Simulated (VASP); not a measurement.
Crystal: PrInBr4.

```
Pr In Br
1.0
    -4.28215    4.28215    2.81768
     4.28215   -4.28215    2.81768
     4.28215    4.28215   -2.81768
Pr In Br
1 1 4
Cartesian
  0.0000 0.0000 2.8177
  0.0000 0.0000 0.0000
  2.7137 0.0000 0.0000
  5.8507 0.0000 0.0000
  0.0000 2.7137 0.0000
  0.0000 5.8507 0.0000
```

The cell was built from a structure type or drawn by symmetry, and may not be a known phase.

* Program: VASP 6.6.1
* Task: relaxation of cell and atoms
* Functional: PBE
* Potentials or basis: VASP PAW PBE potentials, release 64 (Pr_3, In_d, Br), 4f in core
* Cutoff: 500 eV
* k mesh: 3 × 3 × 3
* Occupations: gaussian, width 0.15 eV
* Spin: no spin polarisation

At the start: pressure 2.6 GPa; volume 34.44 Å³/atom.

Problem. How do energy, volume and symmetry change on relaxing?

Solution. Over 9 steps the energy falls by 83.6 meV/atom and the volume is 39.11 Å³/atom (+13.5 %); space group I4/mmm (No. 139, to 0.1 Å) before and after.

The path:
```tsv
step	energy change (eV)	largest force (eV/Å)	pressure (GPa)	volume (Å³)
1	0.0000	0.8250	2.61	206.67
2	-0.4472	0.3161	0.36	223.56
3	-0.4640	0.1631	-0.11	229.65
4	-0.4651	0.1935	-0.02	228.39
5	-0.4650	0.2043	0.01	227.95
6	-0.4738	0.1429	0.11	228.05
7	-0.4871	0.0416	0.45	228.32
8	-0.4932	0.0126	0.30	229.93
9	-0.5014	0.0736	-0.07	234.64
```

Final structure:
```
Pr In Br
1.0
    -4.39818    4.39818    3.03249
     4.39818   -4.39818    3.03249
     4.39818    4.39818   -3.03249
Pr In Br
1 1 4
Cartesian
  0.0000 0.0000 3.0325
  4.3982 -4.3982 3.0325
  2.6724 0.0000 0.0000
  6.1240 0.0000 0.0000
  0.0000 2.6724 0.0000
  0.0000 6.1240 0.0000
```

Caveat: the k points lie up to 0.42 Å⁻¹ apart in the final cell; the relaxation stopped at a loose force limit of 0.08 eV/Å, so its end isn't a converged minimum.
